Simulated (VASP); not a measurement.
# Ru (P6_3/mmc) in VASP: notebook

The runs below take Ru through single point, with PBEsol.

Everything below comes from runs of VASP 6.6.1. Logs are shortened: lines on timing, memory, paths and dates and some standing lists are left out, and cuts for length are marked.

**1. The cell of the first run**

It takes space group P6_3/mmc (No. 194, hexagonal). The conventional cell has a = 2.272 Å, b = 2.272 Å, c = 3.646 Å, α = 90.00°, β = 90.00°, γ = 120.00°. Ru (site symmetry -6m2) has 12 Ru at 2.25 to 2.27 Å within 3.0 Å.

**2. Single point, PBEsol**

Contents of INCAR:

```
SYSTEM = Ru
  ALGO = Normal
  EDIFF = 1E-7
  ENCUT = 520
  GGA = PS
  ISIF = 2
  ISMEAR = -1
  LASPH = .True.
  LCHARG = .False.
  LREAL = .False.
  LWAVE = .False.
  NBANDS = 21
  NELM = 80
  PREC = Accurate
  SIGMA = 0.1
```

Contents of KPOINTS:

```
k-points
0
Gamma
  20 20 11
  0 0 0
```

Contents of POSCAR:

```
Ru
1.0
    2.2716520748      0.0000000000      0.0000000000
   -1.1358260374      1.9673084054      0.0000000000
    0.0000000000      0.0000000000      3.6464292605
Ru
2
Direct
    0.3333333333      0.6666666667      0.2500000000
    0.6666666667      0.3333333333      0.7500000000
```

Potentials or basis: VASP PAW PBE potentials, release 64 (Ru_pv).

Run with:

```console
$ cat potpaw_PBE.64/Ru_pv/POTCAR > POTCAR
$ mpirun -np 1 vasp_std > vasp.out
```

OUTCAR:

```text
SYSTEM = Ru
   EDIFF = 1E-7
   ENCUT = 520
   GGA = PS
   ISIF = 2
   ISMEAR = -1
   LASPH = .True.
   LREAL = .False.
   NELM = 80
   PREC = Accurate

 ion  position               nearest neighbor table
   1  0.333  0.667  0.250-   2 2.25   2 2.25   2 2.25   2 2.25   2 2.25   2 2.25   2 3.19   2 3.19
                             2 3.19   2 3.19   2 3.19   2 3.19
   2  0.667  0.333  0.750-   1 2.25   1 2.25   1 2.25   1 2.25   1 2.25   1 2.25   1 3.19   1 3.19
                             1 3.19   1 3.19   1 3.19   1 3.19

  LATTYP: Found a hexagonal cell.
 ALAT       =     2.2716520748
 C/A-ratio  =     1.6051882685

  Lattice vectors:

 A1 = (   2.2716520748,   0.0000000000,   0.0000000000)
 A2 = (  -1.1358260374,   1.9673084054,   0.0000000000)
 A3 = (   0.0000000000,   0.0000000000,   3.6464292605)

Analysis of symmetry for initial positions (statically):
=====================================================================
 Subroutine PRICEL returns:
 Original cell was already a primitive cell.

 Routine SETGRP: Setting up the symmetry group for a
 hexagonal supercell.

 Subroutine GETGRP returns: Found 24 space group operations
 (whereof 12 operations were pure point group operations)
 out of a pool of 24 trial point group operations.

The static configuration has the point symmetry D_3d.
 The point group associated with its full space group is D_6h.

Analysis of symmetry for dynamics (positions and initial velocities):
=====================================================================
 Subroutine PRICEL returns:
 Original cell was already a primitive cell.

 Routine SETGRP: Setting up the symmetry group for a
 hexagonal supercell.

 Subroutine GETGRP returns: Found 24 space group operations
 (whereof 12 operations were pure point group operations)
 out of a pool of 24 trial point group operations.

The dynamic configuration has the point symmetry D_3d.
 The point group associated with its full space group is D_6h.

 Subroutine INISYM returns: Found 24 space group operations
 (whereof 12 operations are pure point group operations),
 and found     1 'primitive' translations

----------------------------------------------------------------------------------------

                                     Primitive cell

  volume of cell :      16.2960

  direct lattice vectors                    reciprocal lattice vectors
     2.271652075  0.000000000  0.000000000     0.440208257  0.254154356  0.000000000
    -1.135826037  1.967308405  0.000000000     0.000000000  0.508308711  0.000000000
     0.000000000  0.000000000  3.646429261     0.000000000  0.000000000  0.274240888

  length of vectors
     2.271652075  2.271652075  3.646429261     0.508308711  0.508308711  0.274240888

  position of ions in fractional coordinates (direct lattice)
     0.333333333  0.666666667  0.250000000
     0.666666667  0.333333333  0.750000000

  ion indices of the primitive-cell ions
   primitive index   ion index
                 1           1
                 2           2

----------------------------------------------------------------------------------------

 KPOINTS: k-points

Automatic generation of k-mesh.
 Grid dimensions read from file:
 generate k-points for:   20   20   11

 Generating k-lattice:

  Cartesian coordinates                     Fractional coordinates (reciprocal lattice)
     0.022010413  0.012707718  0.000000000     0.050000000  0.000000000  0.000000000
     0.000000000  0.025415436  0.000000000     0.000000000  0.050000000  0.000000000
     0.000000000  0.000000000  0.024930990     0.000000000  0.000000000  0.090909091

  Length of vectors
     0.025415436  0.025415436  0.024930990

  Shift w.r.t. Gamma in fractional coordinates (k-lattice)
     0.000000000  0.000000000  0.000000000

 Subroutine IBZKPT returns following result:
 ===========================================

 Found    264 irreducible k-points:

 Following reciprocal coordinates:
            Coordinates               Weight
  0.000000  0.000000  0.000000      1.000000
  0.050000 -0.000000  0.000000      6.000000
  0.100000 -0.000000  0.000000      6.000000
  0.150000  0.000000  0.000000      6.000000
  0.200000 -0.000000  0.000000      6.000000
  0.250000 -0.000000  0.000000      6.000000
[... 16 lines left out ...]
  0.200000  0.100000  0.000000     12.000000
  0.250000  0.100000  0.000000     12.000000
 [... further k-points ...]
   k-points           NKPTS =    264   k-points in BZ     NKDIM =    264   number of bands    NBANDS=     21
   number of dos      NEDOS =    301   number of ions     NIONS =      2
   total plane-waves  NPLWV =   9072
   dimension x,y,z NGX =    18 NGY =   18 NGZ =   28
   dimension x,y,z NGXF=    36 NGYF=   36 NGZF=   56
   ions per type =               2
   NGX,Y,Z   is equivalent  to a cutoff of  13.17, 13.17, 12.77 a.u.
   NGXF,Y,Z  is equivalent  to a cutoff of  26.35, 26.35, 25.53 a.u.
 SYSTEM =  Ru
   PREC   = accura    normal or accurate (medium, high low for compatibility)
   ISTART =      0    job   : 0-new  1-cont  2-samecut
   ICHARG =      2    charge: 1-file 2-atom 10-const
   ISPIN  =      1    spin polarized calculation?
   LNONCOLLINEAR =      F non collinear calculations
   LSORBIT =      F    spin-orbit coupling
   LASPH  =      T    aspherical Exc in radial PAW
   ENCUT  =  520.0 eV  38.22 Ry    6.18 a.u.   4.22  4.22  6.78*2*pi/ulx,y,z
   NELM   =     80;   NELMIN=  2; NELMDL= -5     # of ELM steps
   EDIFF  = 0.1E-06   stopping-criterion for ELM
   LREAL  =      F    real-space projection
   EDIFFG = 0.1E-05   stopping-criterion for IOM
   NSW    =      0    number of steps for IOM
   IBRION =     -1    ionic relax: 0-MD 1-quasi-New 2-CG
   NFREE  =      0    steps in history (QN), initial steepest desc. (CG)
   ISIF   =      2    stress and relaxation
   ISYM   =      2    0-nonsym 1-usesym 2-fastsym
   POTIM  = 0.5000    time-step for ionic-motion
   TEBEG  =    0.0;   TEEND  =   0.0 temperature during run
   PSTRESS=    0.0 pullay stress
   NELECT =      28.0000    total number of electrons
   NUPDOWN=      -1.0000    fix difference up-down
   EMIN   =  10.00;   EMAX   =-10.00  energy-range for DOS
   EFERMI =   0.00;   METHOD = LEGACY
   ISMEAR =    -1;   SIGMA  =   0.10  broadening in eV -4-tet -1-fermi 0-gaus
   EFERMI_NEDOS =   21; number of points for ismear=-14 and -15
   IALGO  =     38    algorithm
   IMIX   =      4    mixing-type and parameters
     AMIX     =   0.40;   BMIX     =  1.00
     AMIX_MAG =   1.60;   BMIX_MAG =  1.00
  volume/ion in A,a.u.               =       8.15        54.99
  Fermi-wavevector in a.u.,A,eV,Ry     =   1.960801  3.705376 52.310864  3.844740
  Thomas-Fermi vector in A             =   2.985868
   LORBIT       =      0    0 simple, 1 ext, 2 COOP (PROOUT), +10 PAW based schemes
   GGA     = PS    functional components
   LHFCALC =     F    Hartree Fock is set to
   AEXX    =    0.0000 exact exchange contribution
   IVDW    =     0    specifies the selected vdW correction
   LEPSILON=     F    determine dielectric tensor
   LRPA    =     F    only Hartree local field effects (RPA)
 non-spin polarized calculation
  energy-cutoff  :      520.00
  volume of cell :       16.30
 maximum number of plane-waves:       455
 NGX is ok and might be reduce to    18
   NGX =  9   NGY =  9   NGZ = 13

 number of electron      28.0000006 magnetization

 Free energy of the ion-electron system (eV)
  ---------------------------------------------------
  ext. energy  EPLUGINS =         0.00000000
  ---------------------------------------------------
  free energy    TOTEN  =        -9.41186986 eV

  energy without entropy =       -9.38397304  energy(sigma->0) =       -9.39792145

 E-fermi :  24.6507     XC(G=0): -17.6662

 val. band max:       24.6433577701   @ k =   0.1500   0.1500   0.2727
 cond. band min:      24.6571005873   @ k =   0.3000   0.1500   0.0000
 fundamental gap:      0.0137428172
 Fermi energy:        24.6507405196

 k-point     1 :       0.0000    0.0000    0.0000
  band No.  band energies     occupation
      1     -22.9251      2.00000
      2     -18.5311      2.00000
      3     -18.5311      2.00000
      4     -17.8433      2.00000
      5     -17.8433      2.00000
      6     -17.7168      2.00000
[... 13 lines left out ...]
     20      34.5758      0.00000
     21      38.1001      0.00000

 k-point     2 :       0.0500   -0.0000    0.0000
  band No.  band energies     occupation
      1     -22.8880      2.00000
      2     -18.6357      2.00000
      3     -18.5643      2.00000
      4     -17.9469      2.00000
      5     -17.8543      2.00000
      6     -17.7332      2.00000
[... 13 lines left out ...]
     20      34.5760      0.00000
     21      38.4986      0.00000

 k-point     3 :       0.1000   -0.0000    0.0000
  band No.  band energies     occupation
      1     -22.7782      2.00000
      2     -18.9358      2.00000
      3     -18.6579      2.00000
      4     -18.2417      2.00000
      5     -17.8882      2.00000
      6     -17.7831      2.00000
[... 13 lines left out ...]
     20      34.5759      0.00000
     21      39.6351      0.00000

 k-point     4 :       0.1500    0.0000    0.0000
  band No.  band energies     occupation
      1     -22.6000      2.00000
      2     -19.3932      2.00000
      3     -18.7974      2.00000
      4     -18.6851      2.00000
      5     -17.9454      2.00000
      6     -17.8677      2.00000
[... 13 lines left out ...]
     20      34.5759      0.00000
     21      41.3307      0.00000

 k-point     5 :       0.2000   -0.0000    0.0000
  band No.  band energies     occupation
      1     -22.3605      2.00000
      2     -19.9533      2.00000
      3     -19.2197      2.00000
      4     -18.9643      2.00000
      5     -18.0224      2.00000
      6     -17.9887      2.00000
[... 13 lines left out ...]
     20      35.6690      0.00000
     21      42.0114      0.00000
[... 382 lines left out ...]
     20      34.6029      0.00000
     21      42.2132      0.00000

 k-point    22 :       0.1500    0.1000    0.0000
  band No.  band energies     occupation
      1     -22.2606      2.00000
      2     -20.0032      2.00000
      3     -19.6634      2.00000
      4     -18.8500      2.00000
      5     -18.1786      2.00000
      6     -18.0411      2.00000
[... 13 lines left out ...]
     20      36.5463      0.00000
     21      41.9618      0.00000

 k-point    23 :       0.2000    0.1000    0.0000
  band No.  band energies     occupation
      1     -21.9756      2.00000
      2     -20.5486      2.00000
      3     -20.0961      2.00000
      4     -19.1111      2.00000
      5     -18.3034      2.00000
      6     -18.1998      2.00000
[... 13 lines left out ...]
     20      38.4835      0.00000
     21      41.4608      0.00000

 k-point    24 :       0.2500    0.1000    0.0000
  band No.  band energies     occupation
      1     -21.6547      2.00000
      2     -21.0954      2.00000
      3     -20.5003      2.00000
      4     -19.3671      2.00000
      5     -18.4223      2.00000
      6     -18.3937      2.00000
[... 13 lines left out ...]
     20      40.2687      0.00000
     21      40.9545      0.00000

 [... further k-points ...]
[... 5 lines left out ...]
  --------------------------------------------------------------------------------------
  -------------------------------------------------------------------------------------
  Total       53.9055590     53.9055590     53.9810494      0.0000000      0.0000000     -0.0000000
  in kB     5299.8317179   5299.8317183   5307.2537125      0.0000000      0.0000000     -0.0000000
  external PRESSURE =    5302.3057162 kB  Pullay stress =       0.0000000 kB

 VOLUME and BASIS-vectors are now :
 -----------------------------------------------------------------------------
  energy-cutoff  :      520.00
  volume of cell :       16.30
      direct lattice vectors                 reciprocal lattice vectors
     2.271652075  0.000000000  0.000000000     0.440208257  0.254154356  0.000000000
    -1.135826037  1.967308405  0.000000000     0.000000000  0.508308711  0.000000000
     0.000000000  0.000000000  3.646429261     0.000000000  0.000000000  0.274240888

 POSITION                                       TOTAL-FORCE (eV/Angst)
 -----------------------------------------------------------------------------------
     -0.00000      1.31154      0.91161         0.000000     -0.000000      0.000000
      1.13583      0.65577      2.73482         0.000000      0.000000      0.000000
 -----------------------------------------------------------------------------------
    total drift:                                0.000000     -0.000000      0.000000

  FREE ENERGIE OF THE ION-ELECTRON SYSTEM (eV)
  ---------------------------------------------------
  free  energy   TOTEN  =        -9.4118698636 eV

  energy  without entropy=       -9.3839730429  energy(sigma->0) =       -9.39792145
```

Wall time 2.1 min (1 thread of AMD EPYC 7R13, shared host); peak memory 0.15 GiB.

Results:

* Free energy: -9.4119 eV
* Pressure: 530.2 GPa
* Band gap on the k mesh: zero (band 14 reaches 28.29 eV, above the bottom of band 15 at 21.17 eV)

Stress tensor (GPa, compression positive):
```
529.98   0.00   0.00
  0.00 529.98   0.00
  0.00   0.00 530.73
```

Caveat: the PAW data sets were made with another functional, which shifts forces and pressure a little.

**3. Single point, PBEsol**

Contents of INCAR:

```
PREC     = Accurate       # precision mode
ENCUT    = 520            # plane-wave cutoff, eV
EDIFF    = 1E-7           # SCF threshold, eV
ISMEAR   = -1             # smearing method
SIGMA    = 0.1            # smearing width, eV
LREAL    = False          # projectors in reciprocal space
LASPH    = True           # aspherical terms in the spheres
NELM     = 80             # most SCF steps
ALGO     = Normal         # electronic algorithm
ISIF     = 2              # what is computed and relaxed
LWAVE    = False          # write WAVECAR
LCHARG   = False          # write CHGCAR
GGA      = PS             # functional
NBANDS   = 21             # bands
```

Contents of KPOINTS:

```
regular mesh
0
Gamma
  20 20 11
```

Contents of POSCAR:

```
Ru
1.0
    2.2719395197      0.0000000000      0.0000000000
   -1.1359697598      1.9675573399      0.0000000000
    0.0000000000      0.0000000000      3.6466558770
Ru
2
Direct
    0.3333333333      0.6666666667      0.2500000000
    0.6666666667      0.3333333333      0.7500000000
```

Potentials or basis: VASP PAW PBE potentials, release 64 (Ru_pv).

Run with:

```console
$ cat potpaw_PBE.64/Ru_pv/POTCAR > POTCAR
$ mpirun -np 1 vasp_std > vasp.out
```

Run time: 2.3 min. Hardware: 1 thread of AMD EPYC 7R13, shared host; peak memory 0.15 GiB.

It converged, with:

```
Free energy            : -9.4289 eV
Pressure               : 529.5 GPa
Band gap on the k mesh : zero (band 14 reaches 28.28 eV, above the bottom of band 15 at 21.16 eV)
```

Stress tensor (GPa, compression positive):
```
529.24   0.00   0.00
  0.00 529.24   0.00
  0.00   0.00 530.10
```

Levels at points of the mesh, in eV from the Fermi level:
```csv
k point,band 10,band 11,band 12,band 13,band 14,band 15,band 16,band 17,band 18,band 19
"(0.00, 0.00, 0.00)",-5.77,-5.61,-4.30,-4.30,-2.95,-2.95,2.11,2.11,2.98,9.92
"(0.50, 0.00, 0.00)",-6.40,-3.98,-2.95,-2.03,3.27,4.11,4.18,8.41,9.92,9.92
```

Caveat: the PAW data sets were made with another functional, which shifts forces and pressure a little.
